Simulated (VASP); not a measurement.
# KZnF3 (Cmmm) in VASP: further runs

KZnF3 is run at these levels: r2SCAN; tasks: single point.

All numbers are computed with VASP 6.6.1; they aren't measurements. Logs are shortened: lines on timing, memory, paths and dates and some standing lists are left out, and cuts for length are marked.

## (1) The cell of the first run

The structure is orthorhombic, space group Cmmm (No. 65). The conventional cell has a = 5.706 Å, b = 5.749 Å, c = 4.050 Å, α = 90.00°, β = 90.00°, γ = 90.00°. K (site symmetry mmm) has 12 F at 2.85 to 2.87 Å and 8 Zn at 3.50 to 3.52 Å within 3.8 Å. Within 2.7 Å of Zn (site symmetry mmm) lie 6 F at 2.02 to 2.03 Å. Within 2.7 Å of F (site symmetry mmm) lie 2 Zn at 2.02 Å. Within 2.7 Å of F (site symmetry 2/m) lie 2 Zn at 2.03 Å.

## (2) Single point, r2SCAN (strain +0.0075 x Voigt [0, 0, 0, 0, 0, 1])

Contents of POSCAR:

```
KZnF3
1.0
    4.0500000000      0.0151875000      0.0000000000
    0.0151875000      4.0500000000      0.0000000000
    0.0000000000      0.0000000000      4.0500000000
K Zn F
1 1 3
Direct
    0.0000000000      0.0000000000      0.0000000000
    0.5000000000      0.5000000000      0.5000000000
    0.5000000000      0.5000000000      0.0000000000
    0.0000000000      0.5000000000      0.5000000000
    0.5000000000      0.0000000000      0.5000000000
```

Contents of INCAR.step1:

```
PREC = Accurate
ENCUT = 520
ISMEAR = 0
SIGMA = 0.05
LREAL = F
LASPH = T
NELM = 80
NBANDS = 29
GGA = PE
ALGO = Normal
EDIFF = 1E-4
LWAVE = T
LCHARG = F
```

Contents of INCAR.step2:

```
PREC = Accurate
ENCUT = 520
EDIFF = 1E-7
ISMEAR = 0
SIGMA = 0.05
LREAL = F
LASPH = T
NELM = 80
ALGO = Normal
ISIF = 2
LWAVE = F
LCHARG = F
METAGGA = R2SCAN
LMIXTAU = T
NBANDS = 29
ISTART = 1
```

Contents of KPOINTS:

```
regular mesh
0
Gamma
  6 6 6
```

Potentials or basis: VASP PAW PBE potentials, release 64 (K_sv, Zn, F).

Run with:

```bash
$ cat potpaw_PBE.64/K_sv/POTCAR potpaw_PBE.64/Zn/POTCAR potpaw_PBE.64/F/POTCAR > POTCAR
$ cp INCAR.step1 INCAR
$ mpirun -np 1 vasp_std > vasp.out
$ cp INCAR.step2 INCAR
$ mpirun -np 1 vasp_std > vasp.out
```

OUTCAR:

```text
PREC = Accurate
   ENCUT = 520
   EDIFF = 1E-7
   ISMEAR = 0
   LREAL = F
   LASPH = T
   NELM = 80
   ISIF = 2
   METAGGA = R2SCAN
   ISTART = 1

 ion  position               nearest neighbor table
   1  0.000  0.000  0.000-   3 2.85   3 2.85
   2  0.500  0.500  0.500-   3 2.02   3 2.02   5 2.03   4 2.03   5 2.03   4 2.03
   3  0.500  0.500  0.000-   2 2.02   2 2.02   1 2.85   1 2.85
   4  0.000  0.500  0.500-   2 2.03   2 2.03
   5  0.500  0.000  0.500-   2 2.03   2 2.03

  LATTYP: Found a base centered orthorhombic cell.
 ALAT       =     5.7060865591
 B/A-ratio  =     1.0075282309
 C/A-ratio  =     0.7097684127

  Lattice vectors:

 A1 = (  -0.0151875000,  -4.0500000000,   0.0000000000)
 A2 = (   4.0500000000,   0.0151875000,   0.0000000000)
 A3 = (   0.0000000000,   0.0000000000,   4.0500000000)

Analysis of symmetry for initial positions (statically):
=====================================================================
 Subroutine PRICEL returns:
 Original cell was already a primitive cell.

 Routine SETGRP: Setting up the symmetry group for a
 base centered orthorhombic supercell.

 Subroutine GETGRP returns: Found  8 space group operations
 (whereof  8 operations were pure point group operations)
 out of a pool of  8 trial point group operations.

The static configuration has the point symmetry D_2h.

Analysis of symmetry for dynamics (positions and initial velocities):
=====================================================================
 Subroutine PRICEL returns:
 Original cell was already a primitive cell.

 Routine SETGRP: Setting up the symmetry group for a
 base centered orthorhombic supercell.

 Subroutine GETGRP returns: Found  8 space group operations
 (whereof  8 operations were pure point group operations)
 out of a pool of  8 trial point group operations.

The dynamic configuration has the point symmetry D_2h.

 Subroutine INISYM returns: Found  8 space group operations
 (whereof  8 operations are pure point group operations),
 and found     1 'primitive' translations

----------------------------------------------------------------------------------------

                                     Primitive cell

  volume of cell :      66.4292

  direct lattice vectors                    reciprocal lattice vectors
     4.050000000  0.015187500  0.000000000     0.246917053 -0.000925939  0.000000000
     0.015187500  4.050000000  0.000000000    -0.000925939  0.246917053  0.000000000
     0.000000000  0.000000000  4.050000000     0.000000000  0.000000000  0.246913580

  length of vectors
     4.050028476  4.050028476  4.050000000     0.246918789  0.246918789  0.246913580

  position of ions in fractional coordinates (direct lattice)
     0.000000000  0.000000000  0.000000000
     0.500000000  0.500000000  0.500000000
     0.500000000  0.500000000  0.000000000
     0.000000000  0.500000000  0.500000000
     0.500000000  0.000000000  0.500000000

  ion indices of the primitive-cell ions
   primitive index   ion index
                 1           1
                 2           2
                 3           3
                 4           4
                 5           5

----------------------------------------------------------------------------------------

 KPOINTS: regular mesh

Automatic generation of k-mesh.
 Grid dimensions read from file:
 generate k-points for:    6    6    6

 Generating k-lattice:

  Cartesian coordinates                     Fractional coordinates (reciprocal lattice)
     0.041152842 -0.000154323  0.000000000     0.166666667  0.000000000  0.000000000
    -0.000154323  0.041152842  0.000000000     0.000000000  0.166666667  0.000000000
     0.000000000  0.000000000  0.041152263     0.000000000  0.000000000  0.166666667

  Length of vectors
     0.041153131  0.041153131  0.041152263

  Shift w.r.t. Gamma in fractional coordinates (k-lattice)
     0.000000000  0.000000000  0.000000000

 Subroutine IBZKPT returns following result:
 ===========================================

 Found     52 irreducible k-points:

 Following reciprocal coordinates:
            Coordinates               Weight
  0.000000  0.000000  0.000000      1.000000
  0.166667  0.000000  0.000000      4.000000
  0.333333  0.000000  0.000000      4.000000
  0.500000  0.000000  0.000000      2.000000
  0.166667  0.166667  0.000000      2.000000
  0.333333  0.166667  0.000000      4.000000
[... 16 lines left out ...]
  0.333333  0.333333  0.166667      4.000000
  0.500000  0.333333  0.166667      8.000000
 [... further k-points ...]
   k-points           NKPTS =     52   k-points in BZ     NKDIM =     52   number of bands    NBANDS=     29
   number of dos      NEDOS =    301   number of ions     NIONS =      5
   total plane-waves  NPLWV =  27000
   dimension x,y,z NGX =    30 NGY =   30 NGZ =   30
   dimension x,y,z NGXF=    60 NGYF=   60 NGZF=   60
   ions per type =               1   1   3
   NGX,Y,Z   is equivalent  to a cutoff of  12.31, 12.31, 12.31 a.u.
   NGXF,Y,Z  is equivalent  to a cutoff of  24.63, 24.63, 24.63 a.u.
 SYSTEM =  unknown system
   PREC   = accura    normal or accurate (medium, high low for compatibility)
   ISTART =      1    job   : 0-new  1-cont  2-samecut
   ICHARG =      0    charge: 1-file 2-atom 10-const
   ISPIN  =      1    spin polarized calculation?
   LNONCOLLINEAR =      F non collinear calculations
   LSORBIT =      F    spin-orbit coupling
   LASPH  =      T    aspherical Exc in radial PAW
   ENCUT  =  520.0 eV  38.22 Ry    6.18 a.u.   7.53  7.53  7.53*2*pi/ulx,y,z
   NELM   =     80;   NELMIN=  2; NELMDL=  0     # of ELM steps
   EDIFF  = 0.1E-06   stopping-criterion for ELM
   LREAL  =      F    real-space projection
   EDIFFG = 0.1E-05   stopping-criterion for IOM
   NSW    =      0    number of steps for IOM
   IBRION =     -1    ionic relax: 0-MD 1-quasi-New 2-CG
   NFREE  =      0    steps in history (QN), initial steepest desc. (CG)
   ISIF   =      2    stress and relaxation
   ISYM   =      2    0-nonsym 1-usesym 2-fastsym
   POTIM  = 0.5000    time-step for ionic-motion
   TEBEG  =    0.0;   TEEND  =   0.0 temperature during run
   PSTRESS=    0.0 pullay stress
   NELECT =      42.0000    total number of electrons
   NUPDOWN=      -1.0000    fix difference up-down
   EMIN   =  10.00;   EMAX   =-10.00  energy-range for DOS
   EFERMI =   0.00;   METHOD = LEGACY
   ISMEAR =     0;   SIGMA  =   0.05  broadening in eV -4-tet -1-fermi 0-gaus
   EFERMI_NEDOS =   21; number of points for ismear=-14 and -15
   IALGO  =     38    algorithm
   IMIX   =      4    mixing-type and parameters
     AMIX     =   0.40;   BMIX     =  1.00
     AMIX_MAG =   1.60;   BMIX_MAG =  1.00
  volume/ion in A,a.u.               =      13.29        89.66
  Fermi-wavevector in a.u.,A,eV,Ry     =   1.405093  2.655240 26.861780  1.974285
  Thomas-Fermi vector in A             =   2.527588
   LORBIT       =      0    0 simple, 1 ext, 2 COOP (PROOUT), +10 PAW based schemes
   METAGGA = R2SCAN    functional components
   LHFCALC =     F    Hartree Fock is set to
   AEXX    =    0.0000 exact exchange contribution
   IVDW    =     0    specifies the selected vdW correction
   LEPSILON=     F    determine dielectric tensor
   LRPA    =     F    only Hartree local field effects (RPA)
 non-spin polarized calculation
 Gauss-broadening in eV      SIGMA  =   0.05
  energy-cutoff  :      520.00
  volume of cell :       66.43
 maximum number of plane-waves:      1807
   NGX = 15   NGY = 15   NGZ = 15

 number of electron      41.9999978 magnetization

 Free energy of the ion-electron system (eV)
  ---------------------------------------------------
  ext. energy  EPLUGINS =         0.00000000
  ---------------------------------------------------
  free energy    TOTEN  =       -38.35585878 eV

  energy without entropy =      -38.35585878  energy(sigma->0) =      -38.35585878

 E-fermi :  -0.8925     XC(G=0): -10.4731

 val. band max:       -1.2379154622   @ k =   0.5000   0.5000   0.5000
 cond. band min:       3.3404934980   @ k =   0.0000   0.0000   0.0000
 fundamental gap:      4.5784089602
 Fermi energy:        -0.8924609783

 k-point     1 :       0.0000    0.0000    0.0000
  band No.  band energies     occupation
      1     -29.4183      2.00000
      2     -24.0835      2.00000
      3     -23.4865      2.00000
      4     -23.4863      2.00000
      5     -12.1422      2.00000
      6     -12.1394      2.00000
[... 21 lines left out ...]
     28      10.5651      0.00000
     29      13.9258      0.00000

 k-point     2 :       0.1667    0.0000    0.0000
  band No.  band energies     occupation
      1     -29.4128      2.00000
      2     -24.0522      2.00000
      3     -23.5152      2.00000
      4     -23.4852      2.00000
      5     -12.1395      2.00000
      6     -12.1284      2.00000
[... 21 lines left out ...]
     28      10.6321      0.00000
     29      13.7085      0.00000

 k-point     3 :       0.3333    0.0000    0.0000
  band No.  band energies     occupation
      1     -29.4016      2.00000
      2     -23.9791      2.00000
      3     -23.5834      2.00000
      4     -23.4816      2.00000
      5     -12.1384      2.00000
      6     -12.1063      2.00000
[... 21 lines left out ...]
     28      10.7976      0.00000
     29      13.1844      0.00000

 k-point     4 :       0.5000    0.0000    0.0000
  band No.  band energies     occupation
      1     -29.3960      2.00000
      2     -23.9317      2.00000
      3     -23.6287      2.00000
      4     -23.4800      2.00000
      5     -12.1381      2.00000
      6     -12.0951      2.00000
[... 597 lines left out ...]
     28      10.7330      0.00000
     29      13.5728      0.00000

 k-point    23 :       0.3333    0.3333    0.1667
  band No.  band energies     occupation
      1     -29.3853      2.00000
      2     -23.8326      2.00000
      3     -23.5968      2.00000
      4     -23.5614      2.00000
      5     -12.2048      2.00000
      6     -12.1796      2.00000
[... 21 lines left out ...]
     28      11.1145      0.00000
     29      12.5958      0.00000

 k-point    24 :       0.5000    0.3333    0.1667
  band No.  band energies     occupation
      1     -29.3812      2.00000
      2     -23.7695      2.00000
      3     -23.6379      2.00000
      4     -23.5697      2.00000
      5     -12.2109      2.00000
      6     -12.2004      2.00000
[... 21 lines left out ...]
     28      11.5641      0.00000
     29      12.2059      0.00000

 [... further k-points ...]

------------------------ aborting loop because EDIFF is reached ----------------------------------------

  FORCE on cell =-STRESS in cart. coord.  units (eV):
  Direction    XX          YY          ZZ          XY          YZ          ZX
  --------------------------------------------------------------------------------------
  -------------------------------------------------------------------------------------
  Total        0.0130411      0.0130411      0.0106799     -0.1174892      0.0000000      0.0000000
  in kB        0.3145317      0.3145317      0.2575846     -2.8336725      0.0000000      0.0000000
  external PRESSURE =       0.2955494 kB  Pullay stress =       0.0000000 kB

 VOLUME and BASIS-vectors are now :
 -----------------------------------------------------------------------------
  energy-cutoff  :      520.00
  volume of cell :       66.43
      direct lattice vectors                 reciprocal lattice vectors
     4.050000000  0.015187500  0.000000000     0.246917053 -0.000925939  0.000000000
     0.015187500  4.050000000  0.000000000    -0.000925939  0.246917053  0.000000000
     0.000000000  0.000000000  4.050000000     0.000000000  0.000000000  0.246913580

 POSITION                                       TOTAL-FORCE (eV/Angst)
 -----------------------------------------------------------------------------------
      0.00000      0.00000      0.00000         0.000000      0.000000      0.000000
      2.03259      2.03259      2.02500        -0.000000      0.000000      0.000000
      2.03259      2.03259      0.00000        -0.000000      0.000000      0.000000
      0.00759      2.02500      2.02500         0.000000      0.000000      0.000000
      2.02500      0.00759      2.02500         0.000000      0.000000      0.000000
 -----------------------------------------------------------------------------------
    total drift:                                0.000000      0.000000     -0.000000

  FREE ENERGIE OF THE ION-ELECTRON SYSTEM (eV)
  ---------------------------------------------------
  free  energy   TOTEN  =       -38.3558587783 eV

  energy  without entropy=      -38.3558587783  energy(sigma->0) =      -38.35585878
```

It took 11 min on 1 thread of AMD EPYC 7R13, shared host; peak memory 0.2 GiB.

Results:

| Item | Value |
| --- | --- |
| Free energy | -38.3559 eV |
| Pressure | 0.0 GPa |
| Band gap on the k mesh | 4.58 eV, indirect (least direct gap 6.55 eV) |

Levels at points of the mesh, in eV from the valence-band top:
```
           k point  band 17  band 18  band 19  band 20  band 21  band 22  band 23  band 24  band 25  band 26
(0.00, 0.00, 0.00)    -2.21    -2.20    -1.99    -1.98    -1.97     4.58     9.29     9.29    10.27    11.78
(0.50, 0.00, 0.00)    -2.16    -2.16    -1.79    -1.79    -1.51     7.35     9.02    10.27    11.88    11.88
(0.50, 0.50, 0.00)    -2.09    -1.87    -1.87    -1.65     0.00     8.84    10.82    11.00    11.01    12.20
(0.00, 0.00, 0.50)    -2.18    -2.13    -1.79    -1.79    -1.51     7.35     9.02    10.27    11.84    11.91
(0.50, 0.00, 0.50)    -2.09    -1.87    -1.87    -1.65     0.00     8.84    10.82    11.00    11.00    12.21
(0.50, 0.50, 0.50)    -1.63    -1.63    -1.63     0.00     0.00     9.17     9.20     9.23    11.17    13.25
```

Caveat: the cell differs from its parent crystal (strain +0.0075 x Voigt [0, 0, 0, 0, 0, 1]); the PAW data sets were made with another functional, which shifts forces and pressure a little. A k mesh can miss the band edges.

## (3) Single point, r2SCAN (strain +0.0025 x Voigt [0, 0, 0, 0, 0, 1])

POSCAR, as its differences from that of step 2:

```diff
@@ -2,4 +2,4 @@
 1.0
-    4.0500000000      0.0151875000      0.0000000000
-    0.0151875000      4.0500000000      0.0000000000
+    4.0500000000      0.0050625000      0.0000000000
+    0.0050625000      4.0500000000      0.0000000000
     0.0000000000      0.0000000000      4.0500000000
```

Contents of INCAR.step1:

```
PREC     = Accurate       # precision mode
ENCUT    = 520            # plane-wave cutoff, eV
ISMEAR   = 0              # smearing method
SIGMA    = 0.05           # smearing width, eV
LREAL    = False          # projectors in reciprocal space
LASPH    = True           # aspherical terms in the spheres
NELM     = 100            # most SCF steps
NBANDS   = 29             # bands
GGA      = PE             # functional
ALGO     = Normal         # electronic algorithm
EDIFF    = 1E-4           # SCF threshold, eV
LWAVE    = True           # write WAVECAR
LCHARG   = False          # write CHGCAR
```

Contents of INCAR.step2:

```
PREC     = Accurate       # precision mode
ENCUT    = 520            # plane-wave cutoff, eV
EDIFF    = 1E-6           # SCF threshold, eV
ISMEAR   = 0              # smearing method
SIGMA    = 0.05           # smearing width, eV
LREAL    = False          # projectors in reciprocal space
LASPH    = True           # aspherical terms in the spheres
NELM     = 100            # most SCF steps
ALGO     = Normal         # electronic algorithm
ISIF     = 2              # what is computed and relaxed
LWAVE    = False          # write WAVECAR
LCHARG   = False          # write CHGCAR
METAGGA  = R2SCAN         # meta-GGA
LMIXTAU  = True         
NBANDS   = 29             # bands
ISTART   = 1
```

Contents of KPOINTS:

```
Automatic mesh
0
Gamma
  6 6 6
```

Potentials or basis: VASP PAW PBE potentials, release 64 (K_sv, Zn, F).

Run with:

```bash
$ cat potpaw_PBE.64/K_sv/POTCAR potpaw_PBE.64/Zn/POTCAR potpaw_PBE.64/F/POTCAR > POTCAR
$ cp INCAR.step1 INCAR
$ mpirun -np 1 vasp_std > vasp.out
$ cp INCAR.step2 INCAR
$ mpirun -np 1 vasp_std > vasp.out
```

It took 8.8 min on 1 thread of AMD EPYC 7R13, shared host; peak memory 0.2 GiB.

It converged, with:

```
Free energy            : -38.3562 eV
Pressure               : 0.0 GPa
Band gap on the k mesh : 4.58 eV, indirect (least direct gap 6.56 eV)
```

Stress tensor (GPa, compression positive):
```
 0.03 -0.09  0.00
-0.09  0.03  0.00
 0.00  0.00  0.03
```

Levels at points of the mesh, in eV from the valence-band top:
```
           k point  band 19  band 20  band 21  band 22  band 23  band 24
(0.00, 0.00, 0.00)    -1.99    -1.98    -1.98     4.58     9.29     9.29
(0.50, 0.00, 0.00)    -1.79    -1.79    -1.51     7.35     9.02    10.27
(0.50, 0.50, 0.00)    -1.87    -1.65     0.00     8.84    10.82    11.00
(0.00, 0.00, 0.50)    -1.79    -1.79    -1.51     7.35     9.02    10.27
(0.50, 0.00, 0.50)    -1.87    -1.65     0.00     8.84    10.82    11.00
(0.50, 0.50, 0.50)    -1.63     0.00     0.00     9.19     9.20     9.21
```

Caveat: the cell differs from its parent crystal (strain +0.0025 x Voigt [0, 0, 0, 0, 0, 1]); the PAW data sets were made with another functional, which shifts forces and pressure a little. A k mesh can miss the band edges.
